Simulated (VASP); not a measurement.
A run of VASP 6.6.1:

Contents of INCAR:

```
ALGO = Normal
EDIFF = 1E-6
EDIFFG = -0.01
ENCUT = 600
GGA = PE
IBRION = 2
ISIF = 3
ISMEAR = 0
LASPH = T
LCHARG = F
LREAL = F
LWAVE = F
NELM = 100
NSW = 100
PREC = Accurate
SIGMA = 0.1
```

KPOINTS

```
k-points
0
Gamma
  10 10 10
```

Contents of POSCAR:

```
Al2BAs2
1.0
   -2.6008912289      2.6008912289      3.4228684659
    2.6008912289     -2.6008912289      3.4228684659
    2.6008912289      2.6008912289     -3.4228684659
Al B As
2 1 2
Direct
    0.8067268336      0.8067268336      0.0000000000
    0.1932731664      0.1932731664      0.0000000000
    0.5000000000      0.5000000000      0.0000000000
    0.7500000000      0.2500000000      0.5000000000
    0.2500000000      0.7500000000      0.5000000000
```

Potentials or basis: VASP PAW PBE potentials, release 64 (Al, B, As).

Run with:

```console
$ cat potpaw_PBE.64/Al/POTCAR potpaw_PBE.64/B/POTCAR potpaw_PBE.64/As/POTCAR > POTCAR
$ mpirun -np 1 vasp_std > vasp.out
```

Hardware: 1 thread of Intel Xeon 8259CL, on a shared host.

**Question.** How long does it take, and how much memory?

**Answer.** It took 9.5 min on 1 thread of Intel Xeon 8259CL, with other jobs on the host, peak memory 0.38 GiB. Counts: scf iterations 38, k points 102, ion steps 6.
